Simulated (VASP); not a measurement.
Set up this calculation in VASP 6.6.1, as the native input.

```
Task                   : single point
Functional             : LDA
Potentials or basis    : VASP PAW LDA potentials, release 64 (B, P)
Cutoff                 : 500 eV
k mesh                 : 15 × 15 × 15
Occupations            : fermi-dirac, width 0.08 eV
Spin                   : no spin polarisation
Dipole correction      : no
Further INCAR settings : ALGO = Normal; EDIFF = 1e-06; NBANDS = 11
```

The structure of BP (zincblende type) lies in POSCAR:

```
BP
1.0
    0.0000000000      1.9347179337      1.9347179337
    1.9347179337      0.0000000000      1.9347179337
    1.9347179337      1.9347179337      0.0000000000
B P
1 1
Direct
    0.0000000000      0.0000000000      0.0000000000
    0.2500000000      0.2500000000      0.2500000000
```

This cell differs from its parent crystal: volume scaled by 0.64.

These files were run (other wordings do the same):

INCAR

```
SYSTEM = BP
PREC     = Accurate       ! precision mode
ENCUT    = 500            ! plane-wave cutoff, eV
EDIFF    = 1E-6           ! SCF threshold, eV
ISMEAR   = -1             ! smearing method
SIGMA    = 0.08           ! smearing width, eV
LREAL    = .FALSE.        ! projectors in reciprocal space
LASPH    = .TRUE.         ! aspherical terms in the spheres
NELM     = 120            ! most SCF steps
ALGO     = Normal         ! electronic algorithm
ISIF     = 2              ! what is computed and relaxed
LWAVE    = .FALSE.        ! write WAVECAR
LCHARG   = .FALSE.        ! write CHGCAR
GGA      = CA             ! functional
NBANDS   = 11             ! bands
GGA_COMPAT= .FALSE.
```

KPOINTS

```
regular mesh
0
G
  15 15 15
  0 0 0
```

Potentials or basis: VASP PAW LDA potentials, release 64 (B, P).

Launch:

```bash
$ cat potpaw_LDA.64/B/POTCAR potpaw_LDA.64/P/POTCAR > POTCAR
$ mpirun -np 1 vasp_std > vasp.out
```

It gave:

* Pressure: 175.3 GPa
* Band gap on the k mesh: 0.38 eV, indirect (least direct gap 4.75 eV)

It took 9.2 s on 1 thread of AMD EPYC 9R45 (Zen 5), with other jobs on the host, peak memory 0.09 GiB.
